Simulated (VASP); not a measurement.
# Na (Im-3m) in VASP: single point with r2SCAN

Aim: the single point of Na with r2SCAN.

Program: VASP 6.6.1. These are calculated values, not measurements. Logs are shortened: lines on timing, memory, paths and dates and some standing lists are left out, and cuts for length are marked.

## 1. The cell of the first run

It takes space group Im-3m (No. 229, cubic). The conventional cell has a = 3.936 Å, b = 3.936 Å, c = 3.936 Å, α = 90.00°, β = 90.00°, γ = 90.00°. Within 4.5 Å of Na (site symmetry m-3m) lie 14 Na at 3.41 to 3.94 Å.

## 2. Single point, r2SCAN

POSCAR reads:

```
Na
1.0
   -1.9678130000      1.9678130000      1.9678130000
    1.9678130000     -1.9678130000      1.9678130000
    1.9678130000      1.9678130000     -1.9678130000
Na
1
Direct
    0.0000000000      0.0000000000      0.0000000000
```

INCAR.step1 reads:

```
SYSTEM = Na
  PREC = Accurate
  ENCUT = 550
  ISMEAR = -1
  SIGMA = 0.0279
  LREAL = .FALSE.
  LASPH = .TRUE.
  NELM = 120
  NBANDS = 10
  GGA = PE
  ALGO = Normal
  EDIFF = 1E-5
  LWAVE = .TRUE.
  LCHARG = .FALSE.
  GGA_COMPAT = .FALSE.
```

INCAR.step2 reads:

```
SYSTEM = Na
  PREC = Accurate
  ENCUT = 550
  EDIFF = 1E-6
  ISMEAR = -1
  SIGMA = 0.0279
  LREAL = .FALSE.
  LASPH = .TRUE.
  NELM = 120
  ALGO = Normal
  ISIF = 2
  LWAVE = .FALSE.
  LCHARG = .TRUE.
  METAGGA = R2SCAN
  LMIXTAU = .TRUE.
  LELF = .TRUE.
  LVHAR = .TRUE.
  NBANDS = 10
  ISTART = 1
  GGA_COMPAT = .FALSE.
```

KPOINTS reads:

```
Automatic mesh
0
G
  12 12 12
  0 0 0
```

Potentials or basis: VASP PAW PBE potentials, release 64 (Na_pv).

Run with:

```sh
cat potpaw_PBE.64/Na_pv/POTCAR > POTCAR
cp INCAR.step1 INCAR
mpirun -np 1 vasp_std > vasp.out
cp INCAR.step2 INCAR
mpirun -np 1 vasp_std > vasp.out
```

OUTCAR:

```text
SYSTEM = Na
   PREC = Accurate
   ENCUT = 550
   EDIFF = 1E-6
   ISMEAR = -1
   LREAL = .FALSE.
   LASPH = .TRUE.
   NELM = 120
   ISIF = 2
   METAGGA = R2SCAN
   ISTART = 1

 ion  position               nearest neighbor table
   1  0.000  0.000  0.000-

  LATTYP: Found a body centered cubic cell.
 ALAT       =     3.9356260000

  Lattice vectors:

 A1 = (  -1.9678130000,   1.9678130000,   1.9678130000)
 A2 = (   1.9678130000,  -1.9678130000,   1.9678130000)
 A3 = (   1.9678130000,   1.9678130000,  -1.9678130000)

Analysis of symmetry for initial positions (statically):
=====================================================================
 Subroutine PRICEL returns:
 Original cell was already a primitive cell.

 Routine SETGRP: Setting up the symmetry group for a
 body centered cubic supercell.

 Subroutine GETGRP returns: Found 48 space group operations
 (whereof 48 operations were pure point group operations)
 out of a pool of 48 trial point group operations.

The static configuration has the point symmetry O_h .

Analysis of symmetry for dynamics (positions and initial velocities):
=====================================================================
 Subroutine PRICEL returns:
 Original cell was already a primitive cell.

 Routine SETGRP: Setting up the symmetry group for a
 body centered cubic supercell.

 Subroutine GETGRP returns: Found 48 space group operations
 (whereof 48 operations were pure point group operations)
 out of a pool of 48 trial point group operations.

The dynamic configuration has the point symmetry O_h .

 Subroutine INISYM returns: Found 48 space group operations
 (whereof 48 operations are pure point group operations),
 and found     1 'primitive' translations

----------------------------------------------------------------------------------------

                                     Primitive cell

  volume of cell :      30.4798

  direct lattice vectors                    reciprocal lattice vectors
    -1.967813000  1.967813000  1.967813000     0.000000000  0.254089184  0.254089184
     1.967813000 -1.967813000  1.967813000     0.254089184  0.000000000  0.254089184
     1.967813000  1.967813000 -1.967813000     0.254089184  0.254089184  0.000000000

  length of vectors
     3.408352096  3.408352096  3.408352096     0.359336370  0.359336370  0.359336370

  position of ions in fractional coordinates (direct lattice)
     0.000000000  0.000000000  0.000000000

  ion indices of the primitive-cell ions
   primitive index   ion index
                 1           1

----------------------------------------------------------------------------------------

 KPOINTS: Automatic mesh

Automatic generation of k-mesh.
 Grid dimensions read from file:
 generate k-points for:   12   12   12

 Generating k-lattice:

  Cartesian coordinates                     Fractional coordinates (reciprocal lattice)
     0.000000000  0.021174099  0.021174099     0.083333333  0.000000000  0.000000000
     0.021174099  0.000000000  0.021174099     0.000000000  0.083333333  0.000000000
     0.021174099  0.021174099  0.000000000     0.000000000  0.000000000  0.083333333

  Length of vectors
     0.029944698  0.029944698  0.029944698

  Shift w.r.t. Gamma in fractional coordinates (k-lattice)
     0.000000000  0.000000000  0.000000000

 Subroutine IBZKPT returns following result:
 ===========================================

 Found     72 irreducible k-points:

 Following reciprocal coordinates:
            Coordinates               Weight
  0.000000  0.000000  0.000000      1.000000
  0.083333  0.000000  0.000000     12.000000
  0.166667  0.000000  0.000000     12.000000
  0.250000  0.000000  0.000000     12.000000
  0.333333  0.000000  0.000000     12.000000
  0.416667  0.000000  0.000000     12.000000
[... 16 lines left out ...]
  0.333333  0.083333  0.083333     24.000000
  0.416667  0.083333  0.083333     12.000000
 [... further k-points ...]
   k-points           NKPTS =     72   k-points in BZ     NKDIM =     72   number of bands    NBANDS=     10
   number of dos      NEDOS =    301   number of ions     NIONS =      1
   total plane-waves  NPLWV =  21952
   dimension x,y,z NGX =    28 NGY =   28 NGZ =   28
   dimension x,y,z NGXF=    56 NGYF=   56 NGZF=   56
   ions per type =               1
   NGX,Y,Z   is equivalent  to a cutoff of  13.66, 13.66, 13.66 a.u.
   NGXF,Y,Z  is equivalent  to a cutoff of  27.31, 27.31, 27.31 a.u.
 SYSTEM =  Na
   PREC   = accura    normal or accurate (medium, high low for compatibility)
   ISTART =      1    job   : 0-new  1-cont  2-samecut
   ICHARG =      0    charge: 1-file 2-atom 10-const
   ISPIN  =      1    spin polarized calculation?
   LNONCOLLINEAR =      F non collinear calculations
   LSORBIT =      F    spin-orbit coupling
   LASPH  =      T    aspherical Exc in radial PAW
   ENCUT  =  550.0 eV  40.42 Ry    6.36 a.u.   6.52  6.52  6.52*2*pi/ulx,y,z
   NELM   =    120;   NELMIN=  2; NELMDL=  0     # of ELM steps
   EDIFF  = 0.1E-05   stopping-criterion for ELM
   LREAL  =      F    real-space projection
   EDIFFG = 0.1E-04   stopping-criterion for IOM
   NSW    =      0    number of steps for IOM
   IBRION =     -1    ionic relax: 0-MD 1-quasi-New 2-CG
   NFREE  =      0    steps in history (QN), initial steepest desc. (CG)
   ISIF   =      2    stress and relaxation
   ISYM   =      2    0-nonsym 1-usesym 2-fastsym
   POTIM  = 0.5000    time-step for ionic-motion
   TEBEG  =    0.0;   TEEND  =   0.0 temperature during run
   PSTRESS=    0.0 pullay stress
   NELECT =       7.0000    total number of electrons
   NUPDOWN=      -1.0000    fix difference up-down
   EMIN   =  10.00;   EMAX   =-10.00  energy-range for DOS
   EFERMI =   0.00;   METHOD = LEGACY
   ISMEAR =    -1;   SIGMA  =   0.03  broadening in eV -4-tet -1-fermi 0-gaus
   EFERMI_NEDOS =   21; number of points for ismear=-14 and -15
   IALGO  =     38    algorithm
   IMIX   =      4    mixing-type and parameters
     AMIX     =   0.40;   BMIX     =  1.00
     AMIX_MAG =   1.60;   BMIX_MAG =  1.00
  volume/ion in A,a.u.               =      30.48       205.69
  Fermi-wavevector in a.u.,A,eV,Ry     =   1.002545  1.894535 13.675156  1.005096
  Thomas-Fermi vector in A             =   2.135039
   LORBIT       =      0    0 simple, 1 ext, 2 COOP (PROOUT), +10 PAW based schemes
   METAGGA = R2SCAN    functional components
   LHFCALC =     F    Hartree Fock is set to
   AEXX    =    0.0000 exact exchange contribution
   IVDW    =     0    specifies the selected vdW correction
   LEPSILON=     F    determine dielectric tensor
   LRPA    =     F    only Hartree local field effects (RPA)
 non-spin polarized calculation
  energy-cutoff  :      550.00
  volume of cell :       30.48
 maximum number of plane-waves:       935
 NGX is ok and might be reduce to    28
   NGX = 13   NGY = 13   NGZ = 13

 number of electron       6.9999996 magnetization

 Free energy of the ion-electron system (eV)
  ---------------------------------------------------
  ext. energy  EPLUGINS =         0.00000000
  ---------------------------------------------------
  free energy    TOTEN  =        -3.50768984 eV

  energy without entropy =       -3.50573455  energy(sigma->0) =       -3.50671219

 E-fermi :   0.9174     XC(G=0):  -7.5036

 val. band max:        0.8901454421   @ k =  -0.3333   0.4167   0.1667
 cond. band min:       1.0173268860   @ k =   0.3333   0.1667   0.0000
 fundamental gap:      0.1271814439
 Fermi energy:         0.9174485052

 k-point     1 :       0.0000    0.0000    0.0000
  band No.  band energies     occupation
      1     -24.9004      2.00000
      2     -24.9004      2.00000
      3     -24.9004      2.00000
      4      -2.9620      2.00000
      5      14.7165      0.00000
      6      14.7165      0.00000
      7      14.7166      0.00000
      8      16.0703      0.00000
      9      16.0703      0.00000
     10      16.7595      0.00000

 k-point     2 :       0.0833    0.0000    0.0000
  band No.  band energies     occupation
      1     -24.9052      2.00000
      2     -24.9019      2.00000
      3     -24.9004      2.00000
      4      -2.8128      2.00000
      5      13.0893      0.00000
      6      13.8687      0.00000
      7      14.4290      0.00000
      8      15.1308      0.00000
      9      15.3987      0.00000
     10      17.5909      0.00000

 k-point     3 :       0.1667    0.0000    0.0000
  band No.  band energies     occupation
      1     -24.9184      2.00000
      2     -24.9060      2.00000
      3     -24.9004      2.00000
      4      -2.3684      2.00000
      5      10.5513      0.00000
      6      12.6969      0.00000
      7      13.8536      0.00000
      8      14.0960      0.00000
      9      15.2175      0.00000
     10      18.0116      0.00000

 k-point     4 :       0.2500    0.0000    0.0000
  band No.  band energies     occupation
      1     -24.9362      2.00000
      2     -24.9117      2.00000
      3     -24.9005      2.00000
      4      -1.6379      2.00000
      5       8.1511      0.00000
      6      11.7300      0.00000
      7      13.2767      0.00000
      8      13.2990      0.00000
      9      14.8237      0.00000
     10      18.3592      0.00000
[... 222 lines left out ...]
 k-point    22 :       0.2500    0.0833    0.0833
  band No.  band energies     occupation
      1     -24.9544      2.00000
      2     -24.9176      2.00000
      3     -24.9046      2.00000
      4      -0.3543      2.00000
      5       6.1475      0.00000
      6       8.7941      0.00000
      7      10.9319      0.00000
      8      15.4630      0.00000
      9      16.5046      0.00000
     10      19.4736      0.00000

 k-point    23 :       0.3333    0.0833    0.0833
  band No.  band energies     occupation
      1     -24.9632      2.00000
      2     -24.9237      2.00000
      3     -24.9049      2.00000
      4       0.8818      1.56356
      5       4.2353      0.00000
      6       8.3931      0.00000
      7      10.5353      0.00000
      8      15.1100      0.00000
      9      16.3482      0.00000
     10      20.0616      0.00000

 k-point    24 :       0.4167    0.0833    0.0833
  band No.  band energies     occupation
      1     -24.9663      2.00000
      2     -24.9260      2.00000
      3     -24.9051      2.00000
      4       2.0154      0.00000
      5       2.8750      0.00000
      6       8.2595      0.00000
      7      10.4023      0.00000
      8      14.9902      0.00000
      9      16.2779      0.00000
     10      20.3612      0.00000

 [... further k-points ...]

------------------------ aborting loop because EDIFF is reached ----------------------------------------

  FORCE on cell =-STRESS in cart. coord.  units (eV):
  Direction    XX          YY          ZZ          XY          YZ          ZX
  --------------------------------------------------------------------------------------
  -------------------------------------------------------------------------------------
  Total        0.4775398      0.4775398      0.4775398      0.0000000      0.0000000     -0.0000000
  in kB       25.1020203     25.1020203     25.1020203      0.0000000      0.0000000     -0.0000000
  external PRESSURE =      25.1020203 kB  Pullay stress =       0.0000000 kB

 VOLUME and BASIS-vectors are now :
 -----------------------------------------------------------------------------
  energy-cutoff  :      550.00
  volume of cell :       30.48
      direct lattice vectors                 reciprocal lattice vectors
    -1.967813000  1.967813000  1.967813000     0.000000000  0.254089184  0.254089184
     1.967813000 -1.967813000  1.967813000     0.254089184  0.000000000  0.254089184
     1.967813000  1.967813000 -1.967813000     0.254089184  0.254089184  0.000000000

 POSITION                                       TOTAL-FORCE (eV/Angst)
 -----------------------------------------------------------------------------------
      0.00000      0.00000      0.00000        -0.000000      0.000000     -0.000000
 -----------------------------------------------------------------------------------
    total drift:                                0.000000     -0.000000     -0.000000

  FREE ENERGIE OF THE ION-ELECTRON SYSTEM (eV)
  ---------------------------------------------------
  free  energy   TOTEN  =        -3.5076898430 eV

  energy  without entropy=       -3.5057345460  energy(sigma->0) =       -3.50671219
```

Wall time 90 s (1 thread of Intel Xeon Platinum 8375C at 2.90GHz (Ice Lake), shared host); peak memory 0.16 GiB.

What came out:

| Quantity | Value |
| --- | --- |
| Free energy | -3.5077 eV |
| Pressure | 2.5 GPa |
| Band gap on the k mesh | zero (an odd number of electrons rules out a gap without spin polarisation) |

Caveat: the PAW data sets were made with another functional, which shifts forces and pressure a little.

The gap in the log of VASP goes by the Fermi energy; the results here count the filled bands.